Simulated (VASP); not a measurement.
# Hf2Si3 in VASP: a series of runs

The runs below take Hf2Si3 through single point, relaxation of cell and atoms, with PBE.

Program: VASP 6.6.1. These are calculated values, not measurements. Logs are shortened: lines on timing, memory, paths and dates and some standing lists are left out, and cuts for length are marked.

### 1 The cell of the first run

Symmetry: P-3m1, No. 164, trigonal system. The conventional cell has a = 3.732 Å, b = 3.732 Å, c = 7.605 Å, α = 90.00°, β = 90.00°, γ = 120.00°. Hf (site symmetry 3m) has 7 Si at 2.62 to 2.86 Å within 3.5 Å. Si (site symmetry -3m) has 6 Hf at 2.62 Å within 3.5 Å. Si (site symmetry 3m) has 3 Si at 2.42 Å and 4 Hf at 2.78 to 2.86 Å within 3.2 Å.

The cell was built from a structure type or drawn by symmetry, and may not be a known phase.

### 2 Single point, PBE

Contents of INCAR:

```
ALGO = Normal ; EDIFF = 1E-6
ENCUT = 520 ; GGA = PE
ISIF = 2 ; ISMEAR = 0
LASPH = True ; LCHARG = False
LREAL = False ; LWAVE = False
NBANDS = 24 ; NELM = 80
PREC = Accurate ; SIGMA = 0.1
```

Contents of KPOINTS:

```
k-points
0
Gamma
  6 6 4
```

Contents of POSCAR:

```
Hf2Si3
1.0
    3.7317312919      0.0000000026      0.0000000000
   -1.8658656482      3.2317740976      0.0000000000
    0.0000000000      0.0000000000      7.6052229293
Hf Si
2 3
Direct
    0.3333333333      0.6666666667      0.8040205191
    0.6666666667      0.3333333333      0.1959794809
    0.0000000000      0.0000000000      0.0000000000
    0.3333333333      0.6666666667      0.4278117942
    0.6666666667      0.3333333333      0.5721882058
```

Potentials or basis: VASP PAW PBE potentials, release 64 (Hf_pv, Si).

On the command line:

```sh
> cat potpaw_PBE.64/Hf_pv/POTCAR potpaw_PBE.64/Si/POTCAR > POTCAR
> mpirun -np 1 vasp_std > vasp.out
```

OUTCAR:

```text
EDIFF = 1E-6
   ENCUT = 520
   GGA = PE
   ISIF = 2
   ISMEAR = 0
   LASPH = True
   LREAL = False
   NELM = 80
   PREC = Accurate

 ion  position               nearest neighbor table
   1  0.333  0.667  0.804-   3 2.62   3 2.62   3 2.62   5 2.78   5 2.78   5 2.78   4 2.86   2 3.68
                             2 3.68   2 3.68
   2  0.667  0.333  0.196-   3 2.62   3 2.62   3 2.62   4 2.78   4 2.78   4 2.78   5 2.86   1 3.68
                             1 3.68   1 3.68
   3  0.000  0.000  0.000-   1 2.62   2 2.62   2 2.62   1 2.62   2 2.62   1 2.62
   4  0.333  0.667  0.428-   5 2.42   5 2.42   5 2.42   2 2.78   2 2.78   2 2.78   1 2.86
   5  0.667  0.333  0.572-   4 2.42   4 2.42   4 2.42   1 2.78   1 2.78   1 2.78   2 2.86

  LATTYP: Found a hexagonal cell.
 ALAT       =     3.7317312919
 C/A-ratio  =     2.0379878224

  Lattice vectors:

 A1 = (   3.7317312919,   0.0000000026,   0.0000000000)
 A2 = (  -1.8658656482,   3.2317740976,   0.0000000000)
 A3 = (   0.0000000000,   0.0000000000,   7.6052229293)

Analysis of symmetry for initial positions (statically):
=====================================================================
 Subroutine PRICEL returns:
 Original cell was already a primitive cell.

 Routine SETGRP: Setting up the symmetry group for a
 hexagonal supercell.

 Subroutine GETGRP returns: Found 12 space group operations
 (whereof 12 operations were pure point group operations)
 out of a pool of 24 trial point group operations.

The static configuration has the point symmetry D_3d.

Analysis of symmetry for dynamics (positions and initial velocities):
=====================================================================
 Subroutine PRICEL returns:
 Original cell was already a primitive cell.

 Routine SETGRP: Setting up the symmetry group for a
 hexagonal supercell.

 Subroutine GETGRP returns: Found 12 space group operations
 (whereof 12 operations were pure point group operations)
 out of a pool of 24 trial point group operations.

The dynamic configuration has the point symmetry D_3d.

 Subroutine INISYM returns: Found 12 space group operations
 (whereof 12 operations are pure point group operations),
 and found     1 'primitive' translations

----------------------------------------------------------------------------------------

[... 95 lines left out ...]
   ENCUT  =  520.0 eV  38.22 Ry    6.18 a.u.   6.94  6.94 14.14*2*pi/ulx,y,z
   NELM   =     80;   NELMIN=  2; NELMDL= -5     # of ELM steps
   EDIFF  = 0.1E-05   stopping-criterion for ELM
   LREAL  =      F    real-space projection
   EDIFFG = 0.1E-04   stopping-criterion for IOM
   NSW    =      0    number of steps for IOM
   IBRION =     -1    ionic relax: 0-MD 1-quasi-New 2-CG
   NFREE  =      0    steps in history (QN), initial steepest desc. (CG)
   ISIF   =      2    stress and relaxation
   ISYM   =      2    0-nonsym 1-usesym 2-fastsym
   POTIM  = 0.5000    time-step for ionic-motion
   TEBEG  =    0.0;   TEEND  =   0.0 temperature during run
   PSTRESS=    0.0 pullay stress
   NELECT =      32.0000    total number of electrons
   NUPDOWN=      -1.0000    fix difference up-down
   EMIN   =  10.00;   EMAX   =-10.00  energy-range for DOS
   EFERMI =   0.00;   METHOD = LEGACY
   ISMEAR =     0;   SIGMA  =   0.10  broadening in eV -4-tet -1-fermi 0-gaus
   EFERMI_NEDOS =   21; number of points for ismear=-14 and -15
   IALGO  =     38    algorithm
   IMIX   =      4    mixing-type and parameters
     AMIX     =   0.40;   BMIX     =  1.00
     AMIX_MAG =   1.60;   BMIX_MAG =  1.00
  volume/ion in A,a.u.               =      18.34       123.79
  Fermi-wavevector in a.u.,A,eV,Ry     =   1.152490  2.177890 18.071701  1.328233
  Thomas-Fermi vector in A             =   2.289140
   LORBIT       =      0    0 simple, 1 ext, 2 COOP (PROOUT), +10 PAW based schemes
   GGA     = PE    functional components
   LHFCALC =     F    Hartree Fock is set to
   AEXX    =    0.0000 exact exchange contribution
   IVDW    =     0    specifies the selected vdW correction
   LEPSILON=     F    determine dielectric tensor
   LRPA    =     F    only Hartree local field effects (RPA)
 non-spin polarized calculation
 Gauss-broadening in eV      SIGMA  =   0.10
  energy-cutoff  :      520.00
  volume of cell :       91.72
 maximum number of plane-waves:      2488
   NGX = 13   NGY = 13   NGZ = 29

 number of electron      31.9999998 magnetization

 Free energy of the ion-electron system (eV)
  ---------------------------------------------------
  ext. energy  EPLUGINS =         0.00000000
  ---------------------------------------------------
  free energy    TOTEN  =       -38.72247133 eV

  energy without entropy =      -38.71944592  energy(sigma->0) =      -38.72095863

 E-fermi :   6.9615     XC(G=0): -10.9244

 val. band max:        6.7118617499   @ k =   0.1667   0.0000   0.2500
 cond. band min:       6.9920986768   @ k =   0.5000   0.0000   0.5000
 fundamental gap:      0.2802369269
 Fermi energy:         6.9614792740

 k-point     1 :       0.0000    0.0000    0.0000
  band No.  band energies     occupation
      1     -24.0230      2.00000
      2     -23.9118      2.00000
      3     -23.9090      2.00000
      4     -23.9090      2.00000
      5     -23.8945      2.00000
      6     -23.8945      2.00000
[... 637 lines left out ...]
     23      11.5223      0.00000
     24      11.5223      0.00000

------------------------ aborting loop because EDIFF is reached ----------------------------------------

  FORCE on cell =-STRESS in cart. coord.  units (eV):
  Direction    XX          YY          ZZ          XY          YZ          ZX
  --------------------------------------------------------------------------------------
  -------------------------------------------------------------------------------------
  Total       -0.0550477     -0.0550477      0.1203782     -0.0000000      0.0000000     -0.0000000
  in kB       -0.9615825     -0.9615825      2.1027867     -0.0000000      0.0000000     -0.0000000
  external PRESSURE =       0.0598739 kB  Pullay stress =       0.0000000 kB

 VOLUME and BASIS-vectors are now :
 -----------------------------------------------------------------------------
  energy-cutoff  :      520.00
  volume of cell :       91.72
      direct lattice vectors                 reciprocal lattice vectors
     3.731731292  0.000000003  0.000000000     0.267972134  0.154713784  0.000000000
    -1.865865648  3.231774098  0.000000000    -0.000000000  0.309427568  0.000000000
     0.000000000  0.000000000  7.605222929     0.000000000  0.000000000  0.131488585

 POSITION                                       TOTAL-FORCE (eV/Angst)
 -----------------------------------------------------------------------------------
     -0.00000      2.15452      6.11476        -0.000000      0.000000      0.011891
      1.86587      1.07726      1.49047         0.000000     -0.000000     -0.011891
      0.00000      0.00000      0.00000         0.000000      0.000000      0.000000
     -0.00000      2.15452      3.25360        -0.000000      0.000000      0.018407
      1.86587      1.07726      4.35162        -0.000000      0.000000     -0.018407
 -----------------------------------------------------------------------------------
    total drift:                                0.000000     -0.000000      0.000000

  FREE ENERGIE OF THE ION-ELECTRON SYSTEM (eV)
  ---------------------------------------------------
  free  energy   TOTEN  =       -38.7224713307 eV

  energy  without entropy=      -38.7194459222  energy(sigma->0) =      -38.72095863
```

stdout:

```text
POSCAR found type information on POSCAR HfSi
 POSCAR found :  2 types and       5 ions
 scaLAPACK will be used
 LDA part: xc-table for (Slater+PW92), standard interpolation
 POSCAR, INCAR and KPOINTS ok, starting setup
 FFT: planning ... GRIDC
 FFT: planning ... GRID_SOFT
 FFT: planning ... GRID
 WAVECAR not read
 entering main loop
```

Run time: 35 s. Hardware: 1 thread of Intel Xeon Platinum 8488C (Sapphire Rapids), shared host; peak memory 0.22 GiB.

What came out:

| Property | Result |
| --- | --- |
| Free energy | -38.7225 eV |
| Pressure | 0.0 GPa |
| Largest force | 0.018 eV/Å |
| Band gap on the k mesh | zero (bands 16 and 17 overlap by 0.60 eV) |

Forces in eV/Å, atoms in the order of the input:
```
Hf   0.000  0.000  0.012
Hf   0.000  0.000 -0.012
Si   0.000  0.000  0.000
Si   0.000  0.000  0.018
Si   0.000  0.000 -0.018
```

Levels at points of the mesh, in eV from the Fermi level:
| k point | band 13 | band 14 | band 15 | band 16 | band 17 | band 18 | band 19 | band 20 |
| --- | --- | --- | --- | --- | --- | --- | --- | --- |
| (0.00, 0.00, 0.00) | -1.89 | -1.80 | -1.80 | 0.27 | 0.27 | 0.69 | 1.44 | 1.44 |
| (0.50, 0.00, 0.00) | -3.17 | -2.68 | -1.95 | -1.19 | 0.63 | 1.23 | 1.75 | 2.75 |
| (0.00, 0.00, 0.50) | -0.90 | -0.39 | -0.39 | -0.33 | -0.33 | 0.62 | 0.62 | 1.74 |
| (0.50, 0.00, 0.50) | -3.11 | -2.22 | -2.14 | -1.82 | 0.03 | 2.02 | 2.41 | 2.84 |

Caveat: spin-orbit coupling is left out, which moves the levels of the heavy elements.

### 3 Single point, PBE

This run uses another cell than the first one, of 20.03 Å³/atom.

Contents of INCAR:

```
SYSTEM = Hf2Si3
PREC = Accurate
ENCUT = 520
EDIFF = 1E-6
ISMEAR = 0
SIGMA = 0.1
LREAL = .False.
LASPH = .True.
NELM = 80
ALGO = Normal
ISIF = 2
LWAVE = .False.
LCHARG = .False.
GGA = PE
NBANDS = 24
```

Contents of KPOINTS:

```
regular mesh
0
Gamma
  6 6 4
  0 0 0
```

Contents of POSCAR:

```
Hf2Si3
1.0
    4.1788278700      0.0000000000      0.0000000000
   -2.0894139400      3.6189710900      0.0000000000
    0.0000000000      0.0000000000      6.6209870000
Hf Si
2 3
Direct
    0.3333333300      0.6666666700      0.7718739500
    0.6666666700      0.3333333300      0.2281260500
    0.0000000000      0.0000000000      0.0000000000
    0.3333333300      0.6666666700      0.3666155300
    0.6666666700      0.3333333300      0.6333844700
```

Potentials or basis: VASP PAW PBE potentials, release 64 (Hf_pv, Si).

On the command line:

```sh
> cat potpaw_PBE.64/Hf_pv/POTCAR potpaw_PBE.64/Si/POTCAR > POTCAR
> mpirun -np 1 vasp_std > vasp.out
```

Run time: 36 s. Hardware: 1 thread of Intel Xeon Platinum 8488C (Sapphire Rapids), shared host; peak memory 0.23 GiB.

Results (log left out):

- Free energy: -35.5052 eV
- Pressure: 1.4 GPa
- Largest force: 2.639 eV/Å
- Band gap on the k mesh: zero (bands 16 and 17 overlap by 1.02 eV)

Forces on the atoms (eV/Å):
```
Hf   0.000  0.000  2.639
Hf   0.000  0.000 -2.639
Si   0.000  0.000  0.000
Si   0.000  0.000  0.985
Si   0.000  0.000 -0.985
```

Stress tensor (GPa, compression positive):
```
-0.06  0.00  0.00
 0.00 -0.06  0.00
 0.00  0.00  4.25
```

Levels at points of the mesh, in eV from the Fermi level:
```csv
k point,band 12,band 13,band 14,band 15,band 16,band 17,band 18,band 19,band 20,band 21
"(0.00, 0.00, 0.00)",-2.41,-2.41,-1.76,-0.55,0.15,0.15,1.09,1.09,1.39,1.79
"(0.50, 0.00, 0.00)",-2.98,-2.69,-1.52,-1.36,-0.42,0.21,0.79,1.29,1.85,2.48
"(0.00, 0.00, 0.50)",-3.08,-1.60,-1.60,0.38,0.45,0.45,0.82,0.82,1.63,2.11
"(0.50, 0.00, 0.50)",-2.79,-2.59,-1.62,-1.23,0.05,0.47,0.76,1.28,1.37,2.11
```

Caveat: spin-orbit coupling is left out, which moves the levels of the heavy elements; forces of over 1 eV/Å act on the atoms, so gaps and moduli don't describe the material at rest.

### 4 Single point, PBE

Contents of INCAR:

```
SYSTEM = Hf2Si3
PREC = Accurate
ENCUT = 520
EDIFF = 1E-7
ISMEAR = 0
SIGMA = 0.1
LREAL = .FALSE.
LASPH = .TRUE.
NELM = 100
ALGO = Normal
ISIF = 2
LWAVE = .FALSE.
LCHARG = .FALSE.
GGA = PE
NBANDS = 24
```

Contents of KPOINTS:

```
Automatic mesh
0
G
  12 12 6
  0 0 0
```

Contents of POSCAR:

```
Hf2Si3
1.0
    3.7309464464      0.0000000000      0.0000000000
   -1.8654732232      3.2310944028      0.0000000000
    0.0000000000      0.0000000000      7.6132521093
Hf Si
2 3
Direct
    0.3333333333      0.6666666667      0.8041780214
    0.6666666667      0.3333333333      0.1958219786
    0.0000000000      0.0000000000      0.0000000000
    0.3333333333      0.6666666667      0.4280926879
    0.6666666667      0.3333333333      0.5719073121
```

On the command line:

```sh
> cat potpaw_PBE.64/Hf_pv/POTCAR potpaw_PBE.64/Si/POTCAR > POTCAR
> mpirun -np 1 vasp_std > vasp.out
```

It took 2.4 min on 1 thread of Intel Xeon Platinum 8488C (Sapphire Rapids), shared host; peak memory 0.32 GiB.

It converged, with:

```
Free energy            : -38.7269 eV
Pressure               : -0.1 GPa
Largest force          : 0.020 eV/Å
Band gap on the k mesh : zero (bands 16 and 17 overlap by 0.60 eV)
```

Forces on the atoms (eV/Å):
```
Hf   0.000  0.000  0.016
Hf   0.000  0.000 -0.016
Si   0.000  0.000  0.000
Si   0.000  0.000  0.020
Si   0.000  0.000 -0.020
```

Levels at points of the mesh, in eV from the Fermi level:
```tsv
k point	band 12	band 13	band 14	band 15	band 16	band 17	band 18	band 19	band 20	band 21
(0.00, 0.00, 0.00)	-1.85	-1.85	-1.74	-1.74	0.32	0.32	0.73	1.48	1.48	2.41
(0.50, 0.00, 0.00)	-3.32	-3.13	-2.63	-1.91	-1.14	0.67	1.27	1.80	2.77	3.26
(0.00, 0.00, 0.50)	-2.35	-0.87	-0.35	-0.35	-0.28	-0.28	0.66	0.66	1.78	2.60
(0.50, 0.00, 0.50)	-3.14	-3.07	-2.18	-2.09	-1.77	0.07	2.07	2.44	2.88	3.01
```

Caveat: spin-orbit coupling is left out, which moves the levels of the heavy elements.

(Continued in part 2 of 3.)
